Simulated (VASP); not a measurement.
Runs of VASP 6.6.1 on Sn. The structure is that of space group Im-3m (No. 229), or close to it. The cells are those of the table. This isn't the form of Sn at room conditions, which is tetragonal (white tin).

| task | cell | k mesh | cutoff (eV) | gap on the mesh (eV) | pressure (GPa) |
| --- | --- | --- | --- | --- | --- |
| single point | a = 3.412 Å, angles 109.5°, 1 atom | 18 × 18 × 18 | 520 | none | 0.0 |
| single point | a = 3.501 Å, angles 109.5°, 1 atom | 13 × 13 × 13 | 520 | none | -2.2 |
| single point | a = 3.270 Å, angles 109.5°, 1 atom | 13 × 13 × 13 | 520 | none | (a) |
| single point | a = 3.543 Å, angles 109.5°, 1 atom | 13 × 13 × 13 | 520 | none | -3.0 |
| single point | a = 3.366 Å, angles 109.5°, 1 atom | 13 × 13 × 13 | 520 | none | 1.7 |
| single point | a = 3.412 Å, angles 109.5°, 1 atom | 13 × 13 × 13 | 520 | none | 0.1 |
| single point | a = 3.457 Å, angles 109.5°, 1 atom | 13 × 13 × 13 | 520 | none | -1.2 |
| relaxation of cell and atoms | relaxed from a = 3.315 Å, angles 109.5°, 1 atom | 12 × 12 × 12 | 600 | none | 0.0 |
| single point | a = 3.412 Å, angles 109.5°, 1 atom | 12 × 12 × 12 | 520 | none | 0.0 |
| single point | a = 3.318 Å, angles 109.5°, 1 atom | 13 × 13 × 13 | 520 | none | (b) |

Alike in all rows: level BLYP; potentials or basis VASP PAW PBE potentials, release 64 (Sn_d); no spin polarisation; smearing fermi-dirac 0.1 eV.

Question: Fill in the values left out.

Answer: (a) 6.2; (b) 3.7.

Caveats: the PAW data sets were made with another functional, which shifts forces and pressure a little; spin-orbit coupling is left out, which moves the levels of the heavy elements; the cell stands under pressure (at least some runs); the cell stands under tension (at least some runs).

A k mesh can miss the band edges, and the runs leave out spin-orbit coupling on Sn.

A gap of «none» marks levels without a gap at the run's occupations.
